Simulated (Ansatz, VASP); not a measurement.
SnO in VASP and in Ansatz

```
Sn O
1.0
     3.82015    0.00030    0.00000
    -0.00031    3.82015    0.00000
     0.00000    0.00000   22.22607
Sn O
4 4
Direct
  0.99995 0.99995 0.20246
  0.49995 0.49995 0.30878
  0.83328 0.49995 0.46626
  0.33328 0.99995 0.57257
  0.99995 0.49995 0.25562
  0.49995 0.99995 0.25562
  0.83328 0.99994 0.51941
  0.33328 0.49994 0.51941
```

Alike in both runs: task single point; functional PBE; dispersion D3(BJ); k mesh 7 × 7 × 1; occupations gaussian, width 0.05 eV; no spin polarisation.

```csv
,VASP,Ansatz
version,VASP 6.6.1,Ansatz 0.2.0
potentials or method,"VASP PAW PBE potentials, release 64 (Sn_d, O), cutoff 520 eV","scalar-relativistic, plane waves, PAW"
valence electrons in the cell,80,80
```

Ansatz gave:

- gap on the k mesh at the Fermi level (eV): 1.75
- least direct gap on the mesh (eV): 1.91
- rms of the force components (eV/Å): 0.081

Question: Which values does VASP return?

Answer: gap on the k mesh at the Fermi level (eV): 1.74; least direct gap on the mesh (eV): 1.90; rms of the force components (eV/Å): 0.064.

Ansatz's warnings: structure snapped to symmetry.
